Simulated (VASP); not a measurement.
# LiSe6 (P6/mmm) in VASP: relaxation of cell and atoms with PBE

Aim: the relaxation of cell and atoms of LiSe6 with PBE.

Program: VASP 6.6.1. These are calculated values, not measurements. Logs are shortened: lines on timing, memory, paths and dates and some standing lists are left out, and cuts for length are marked.

## (1) The cell of the first run

Symmetry: P6/mmm, No. 191, hexagonal system. Conventional cell: a = 8.082 Å, b = 8.082 Å, c = 4.063 Å, α = 90.00°, β = 90.00°, γ = 120.00°. Li (site symmetry 6/mmm) has 12 Se at 3.19 Å and 2 Li at 4.06 Å within 4.2 Å. Se (site symmetry m2m) has 3 Se at 2.46 to 3.15 Å and 2 Li at 3.19 Å within 3.3 Å.

## (2) Relaxation of cell and atoms, PBE

The input, INCAR:

```
SYSTEM = LiSe6
PREC = Accurate
ENCUT = 600
EDIFF = 1E-6
ISMEAR = 0
SIGMA = 0.1
LREAL = .False.
LASPH = .True.
NELM = 100
ALGO = Normal
ISIF = 3
LWAVE = .False.
LCHARG = .False.
GGA = PE
IBRION = 2
NSW = 100
EDIFFG = -0.01
```

The input, KPOINTS:

```
regular mesh
0
Gamma
  6 6 10
  0 0 0
```

The input, POSCAR:

```
LiSe6
1.0
    8.0815913241      0.0000000000      0.0000000000
   -4.0407956621      6.9988633897      0.0000000000
    0.0000000000      0.0000000000      4.0627000932
Li Se
1 6
Direct
    0.0000000000      0.0000000000      0.0000000000
    0.0000000000      0.3048663817      0.5000000000
    0.6951336183      0.6951336183      0.5000000000
    0.3048663817      0.0000000000      0.5000000000
    0.0000000000      0.6951336183      0.5000000000
    0.3048663817      0.3048663817      0.5000000000
    0.6951336183      0.0000000000      0.5000000000
```

Potentials or basis: VASP PAW PBE potentials, release 64 (Li_sv, Se).

On the command line:

```sh
> cat potpaw_PBE.64/Li_sv/POTCAR potpaw_PBE.64/Se/POTCAR > POTCAR
> mpirun -np 1 vasp_std > vasp.out
```

OUTCAR:

```text
SYSTEM = LiSe6
   PREC = Accurate
   ENCUT = 600
   EDIFF = 1E-6
   ISMEAR = 0
   LREAL = .False.
   LASPH = .True.
   NELM = 100
   ISIF = 3
   GGA = PE
   IBRION = 2
   NSW = 100
   EDIFFG = -0.01

 ion  position               nearest neighbor table
   1  0.000  0.000  0.000-
   2  0.000  0.305  0.500-   7 2.46   6 2.46
   3  0.695  0.695  0.500-   5 2.46   7 2.46
   4  0.305  0.000  0.500-   5 2.46   6 2.46
   5  0.000  0.695  0.500-   4 2.46   3 2.46
   6  0.305  0.305  0.500-   2 2.46   4 2.46
   7  0.695  0.000  0.500-   2 2.46   3 2.46

  LATTYP: Found a hexagonal cell.
 ALAT       =     8.0815913241
 C/A-ratio  =     0.5027104106

  Lattice vectors:

 A1 = (   8.0815913241,   0.0000000000,   0.0000000000)
 A2 = (  -4.0407956621,   6.9988633897,   0.0000000000)
 A3 = (   0.0000000000,   0.0000000000,   4.0627000932)

Analysis of symmetry for initial positions (statically):
=====================================================================
 Subroutine PRICEL returns:
 Original cell was already a primitive cell.

 Routine SETGRP: Setting up the symmetry group for a
 hexagonal supercell.

 Subroutine GETGRP returns: Found 24 space group operations
 (whereof 24 operations were pure point group operations)
 out of a pool of 24 trial point group operations.

The static configuration has the point symmetry D_6h.

Analysis of symmetry for dynamics (positions and initial velocities):
=====================================================================
 Subroutine PRICEL returns:
 Original cell was already a primitive cell.

 Routine SETGRP: Setting up the symmetry group for a
 hexagonal supercell.

 Subroutine GETGRP returns: Found 24 space group operations
 (whereof 24 operations were pure point group operations)
 out of a pool of 24 trial point group operations.

The dynamic configuration has the point symmetry D_6h.

 Subroutine INISYM returns: Found 24 space group operations
 (whereof 24 operations are pure point group operations),
 and found     1 'primitive' translations

----------------------------------------------------------------------------------------

                                     Primitive cell

  volume of cell :     229.7943

  direct lattice vectors                    reciprocal lattice vectors
     8.081591324  0.000000000  0.000000000     0.123738007  0.071440171  0.000000000
    -4.040795662  6.998863390  0.000000000     0.000000000  0.142880343  0.000000000
     0.000000000  0.000000000  4.062700093     0.000000000  0.000000000  0.246141723

  length of vectors
     8.081591324  8.081591324  4.062700093     0.142880343  0.142880343  0.246141723

  position of ions in fractional coordinates (direct lattice)
     0.000000000  0.000000000  0.000000000
     0.000000000  0.304866382  0.500000000
     0.695133618  0.695133618  0.500000000
     0.304866382  0.000000000  0.500000000
     0.000000000  0.695133618  0.500000000
     0.304866382  0.304866382  0.500000000
     0.695133618  0.000000000  0.500000000

  ion indices of the primitive-cell ions
   primitive index   ion index
                 1           1
                 2           2
                 3           3
                 4           4
                 5           5
                 6           6
                 7           7

----------------------------------------------------------------------------------------

 KPOINTS: regular mesh

Automatic generation of k-mesh.
 Grid dimensions read from file:
 generate k-points for:    6    6   10

 Generating k-lattice:

  Cartesian coordinates                     Fractional coordinates (reciprocal lattice)
     0.020623001  0.011906695  0.000000000     0.166666667  0.000000000  0.000000000
     0.000000000  0.023813390  0.000000000     0.000000000  0.166666667  0.000000000
     0.000000000  0.000000000  0.024614172     0.000000000  0.000000000  0.100000000

  Length of vectors
     0.023813390  0.023813390  0.024614172

  Shift w.r.t. Gamma in fractional coordinates (k-lattice)
     0.000000000  0.000000000  0.000000000

 Subroutine IBZKPT returns following result:
 ===========================================

 Found     42 irreducible k-points:

 Following reciprocal coordinates:
            Coordinates               Weight
  0.000000  0.000000  0.000000      1.000000
  0.166667  0.000000  0.000000      6.000000
  0.333333  0.000000  0.000000      6.000000
  0.500000  0.000000  0.000000      3.000000
  0.166667  0.166667  0.000000      6.000000
  0.333333  0.166667  0.000000     12.000000
[... 16 lines left out ...]
  0.166667  0.000000  0.300000     12.000000
  0.333333  0.000000  0.300000     12.000000
 [... further k-points ...]
   k-points           NKPTS =     42   k-points in BZ     NKDIM =     42   number of bands    NBANDS=     23
   number of dos      NEDOS =    301   number of ions     NIONS =      7
   total plane-waves  NPLWV = 156800
   dimension x,y,z NGX =    70 NGY =   70 NGZ =   32
   dimension x,y,z NGXF=   140 NGYF=  140 NGZF=   64
   ions per type =               1   6
   NGX,Y,Z   is equivalent  to a cutoff of  14.40, 14.40, 13.09 a.u.
   NGXF,Y,Z  is equivalent  to a cutoff of  28.80, 28.80, 26.19 a.u.
 SYSTEM =  LiSe6
   PREC   = accura    normal or accurate (medium, high low for compatibility)
   ISTART =      0    job   : 0-new  1-cont  2-samecut
   ICHARG =      2    charge: 1-file 2-atom 10-const
   ISPIN  =      1    spin polarized calculation?
   LNONCOLLINEAR =      F non collinear calculations
   LSORBIT =      F    spin-orbit coupling
   LASPH  =      T    aspherical Exc in radial PAW
   ENCUT  =  600.0 eV  44.10 Ry    6.64 a.u.  16.14 16.14  8.11*2*pi/ulx,y,z
   NELM   =    100;   NELMIN=  2; NELMDL= -5     # of ELM steps
   EDIFF  = 0.1E-05   stopping-criterion for ELM
   LREAL  =      F    real-space projection
   EDIFFG = -.1E-01   stopping-criterion for IOM
   NSW    =    100    number of steps for IOM
   IBRION =      2    ionic relax: 0-MD 1-quasi-New 2-CG
   NFREE  =      1    steps in history (QN), initial steepest desc. (CG)
   ISIF   =      3    stress and relaxation
   ISYM   =      2    0-nonsym 1-usesym 2-fastsym
   POTIM  = 0.5000    time-step for ionic-motion
   TEBEG  =    0.0;   TEEND  =   0.0 temperature during run
   PSTRESS=    0.0 pullay stress
   NELECT =      39.0000    total number of electrons
   NUPDOWN=      -1.0000    fix difference up-down
   EMIN   =  10.00;   EMAX   =-10.00  energy-range for DOS
   EFERMI =   0.00;   METHOD = LEGACY
   ISMEAR =     0;   SIGMA  =   0.10  broadening in eV -4-tet -1-fermi 0-gaus
   EFERMI_NEDOS =   21; number of points for ismear=-14 and -15
   IALGO  =     38    algorithm
   IMIX   =      4    mixing-type and parameters
     AMIX     =   0.40;   BMIX     =  1.00
     AMIX_MAG =   1.60;   BMIX_MAG =  1.00
  volume/ion in A,a.u.               =      32.83       221.53
  Fermi-wavevector in a.u.,A,eV,Ry     =   0.906393  1.712835 11.177848  0.821549
  Thomas-Fermi vector in A             =   2.030076
   LORBIT       =      0    0 simple, 1 ext, 2 COOP (PROOUT), +10 PAW based schemes
   GGA     = PE    functional components
   LHFCALC =     F    Hartree Fock is set to
   AEXX    =    0.0000 exact exchange contribution
   IVDW    =     0    specifies the selected vdW correction
   LEPSILON=     F    determine dielectric tensor
   LRPA    =     F    only Hartree local field effects (RPA)
 conjugate gradient relaxation of ions
 non-spin polarized calculation
 Gauss-broadening in eV      SIGMA  =   0.10
  energy-cutoff  :      600.00
  volume of cell :      229.79
 maximum number of plane-waves:      7696
 NGX is ok and might be reduce to    70
   NGX = 33   NGY = 33   NGZ = 17

--------------------------------------- Ionic step        1  -------------------------------------------

 number of electron      39.0000007 magnetization

 Free energy of the ion-electron system (eV)
  ---------------------------------------------------
  ext. energy  EPLUGINS =         0.00000000
  ---------------------------------------------------
  free energy    TOTEN  =       -22.02327213 eV

  energy without entropy =      -21.99680048  energy(sigma->0) =      -22.01003631

------------------------ aborting loop because EDIFF is reached ----------------------------------------

  FORCE on cell =-STRESS in cart. coord.  units (eV):
  Direction    XX          YY          ZZ          XY          YZ          ZX
  --------------------------------------------------------------------------------------
  -------------------------------------------------------------------------------------
  Total        0.6167182      0.6167182     -0.7513182     -0.0000000     -0.0000000      0.0000000
  in kB        4.2998983      4.2998983     -5.2383597     -0.0000000     -0.0000000      0.0000000
  external PRESSURE =       1.1204790 kB  Pullay stress =       0.0000000 kB
[... 313 lines left out ...]
  energy  without entropy=      -22.0245668730  energy(sigma->0) =      -22.03668326

--------------------------------------- Ionic step        9  -------------------------------------------

 number of electron      39.0000002 magnetization

 Free energy of the ion-electron system (eV)
  ---------------------------------------------------
  ext. energy  EPLUGINS =         0.00000000
  ---------------------------------------------------
  free energy    TOTEN  =       -22.04889022 eV

  energy without entropy =      -22.02472677  energy(sigma->0) =      -22.03680849

 E-fermi :   1.2411     XC(G=0):  -7.5415

 val. band max:        1.2351968107   @ k =   0.1667   0.1667   0.5000
 cond. band min:       1.2518207245   @ k =   0.3333   0.1667   0.0000
 fundamental gap:      0.0166239138
 Fermi energy:         1.2411420343

 k-point     1 :       0.0000    0.0000    0.0000
  band No.  band energies     occupation
      1     -46.0710      2.00000
      2     -14.0723      2.00000
      3     -13.0088      2.00000
      4     -13.0088      2.00000
      5     -11.3246      2.00000
      6     -11.3246      2.00000
[... 613 lines left out ...]
     22       2.2210      0.00000
     23       2.7103      0.00000

 [... further k-points ...]

------------------------ aborting loop because EDIFF is reached ----------------------------------------

  FORCE on cell =-STRESS in cart. coord.  units (eV):
  Direction    XX          YY          ZZ          XY          YZ          ZX
  --------------------------------------------------------------------------------------
  -------------------------------------------------------------------------------------
  Total        0.0002622      0.0002622      0.0051743     -0.0000000     -0.0000000      0.0000000
  in kB        0.0018557      0.0018557      0.0366193     -0.0000000     -0.0000000      0.0000000
  external PRESSURE =       0.0134436 kB  Pullay stress =       0.0000000 kB
[... 22 lines left out ...]
  FREE ENERGIE OF THE ION-ELECTRON SYSTEM (eV)
  ---------------------------------------------------
  free  energy   TOTEN  =       -22.0488902165 eV

  energy  without entropy=      -22.0247267691  energy(sigma->0) =      -22.03680849

 reached required accuracy - stopping structural energy minimisation
```

Run time: 17 min. Hardware: 1 thread of AMD EPYC 9R45 (Zen 5), shared host; peak memory 0.52 GiB.

Results:

```yaml
Free_energy: -22.0489 eV
Relaxed_volume: 32.34 Å³/atom
Relaxed_cell: a = 8.184 Å, b = 8.184 Å, c = 3.903 Å, α = 90.00°, β = 90.00°, γ = 120.00°
Space_group_after_relaxing_to_0.05_Å: P6/mmm (No. 191)
Energy_gained_by_relaxing: 3.7 meV/atom
Ionic_steps: 9
Pressure_after_relaxing: 0.0 GPa
```

The path:
```
step  energy change (eV)  largest force (eV/Å)  pressure (GPa)  volume (Å³)
   1              0.0000                0.0453            0.11       229.79
   2             -0.0068                0.1013           -0.19       230.55
   3             -0.0083                0.1409           -0.40       231.10
   4             -0.0127                0.1218           -0.35       230.44
   5             -0.0222                0.0601           -0.16       228.41
   6             -0.0224                0.0787            0.28       224.31
   7             -0.0255                0.0078            0.05       226.35
   8             -0.0255                0.0110            0.06       226.26
   9             -0.0256                0.0010            0.00       226.39
```

Final structure:
```yaml
crystal:
  lattice:
    - [8.18433, 0.00000, 0.00000]
    - [-4.09216, 7.08784, 0.00000]
    - [0.00000, 0.00000, 3.90260]
  atoms:
    - { symbol: Li, position: [0.00000, 0.00000, 0.00000] }
    - { symbol: Se, position: [0.00000, 0.30110, 0.50000] }
    - { symbol: Se, position: [0.69890, 0.69890, 0.50000] }
    - { symbol: Se, position: [0.30110, 0.00000, 0.50000] }
    - { symbol: Se, position: [0.00000, 0.69890, 0.50000] }
    - { symbol: Se, position: [0.30110, 0.30110, 0.50000] }
    - { symbol: Se, position: [0.69890, 0.00000, 0.50000] }
```

Caveat: the cutoff is under 1.25 times the usual one of these potentials, so pressure, stress and relaxed cells hold a basis-set (Pulay) error.
